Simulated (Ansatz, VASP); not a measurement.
Sc5Al in VASP and in Ansatz

```
Sc Al
1.0
     3.25181    0.00000    0.00000
     0.00000    3.25181    0.00000
     0.00000    0.00000   13.04654
Sc Al
5 1
Direct
  0.00000 0.00000 0.64340
  0.50000 0.50000 0.82238
  0.00000 0.00000 0.00000
  0.50000 0.50000 0.17762
  0.00000 0.00000 0.35660
  0.50000 0.50000 0.50000
```

Alike in both runs: functional PBE; k mesh 12 × 12 × 4; occupations gaussian, width 0.1 eV; no spin polarisation.

Ansatz relaxed the structure, and its values are those at the end. VASP's run is a single point on that final structure, the one shown.

```csv
,VASP,Ansatz
version,VASP 6.6.1,Ansatz 0.2.0
potentials or method,"VASP PAW PBE potentials, release 64 (Sc_sv, Al), cutoff 520 eV","scalar-relativistic, plane waves, PAW"
valence electrons in the cell,58,58
```

```tsv
	VASP	Ansatz	Ansatz less VASP
gap on the k mesh at the Fermi level (eV)	none	none	-
pressure (GPa)	0.1	0.0	-0.05
```

A gap of «none» marks a metal or a gap that the smearing closes. The functional is the same, so the differences come from potentials, cutoffs and numerics.
